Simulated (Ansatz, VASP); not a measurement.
# CaO: VASP beside Ansatz

```
Ca O
1.0
     0.00000    2.39755    2.39755
     2.39755    0.00000    2.39755
     2.39755    2.39755    0.00000
Ca O
1 1
Direct
  0.00000 0.00000 0.00000
  0.50000 0.50000 0.50000
```

Alike in both runs: task single point; functional PBE-based screened hybrid; k mesh 4 × 4 × 4; no spin polarisation.

|  | VASP | Ansatz |
| --- | --- | --- |
| version | VASP 6.6.1 | Ansatz 0.2.0 |
| potentials or method | VASP PAW PBE potentials, release 64 (Ca_sv, O) | plane waves |
| plane-wave cutoff (eV) | 520 | 420 |
| occupations | gaussian, width 0.01 eV | fixed |
| valence electrons in the cell | 16 | 16 |

```csv
,VASP,Ansatz,Ansatz less VASP
gap on the k mesh at the Fermi level (eV),9.69,9.69,+0.002
pressure (GPa),-5.1,-6.2,-1.11
```

VASP's potentials were made for PBE, not for PBE-based screened hybrid. Ansatz's warnings: stress exchange threshold loose, stress scf threshold loose.

The k mesh is coarse, so the values compare programs but aren't converged.
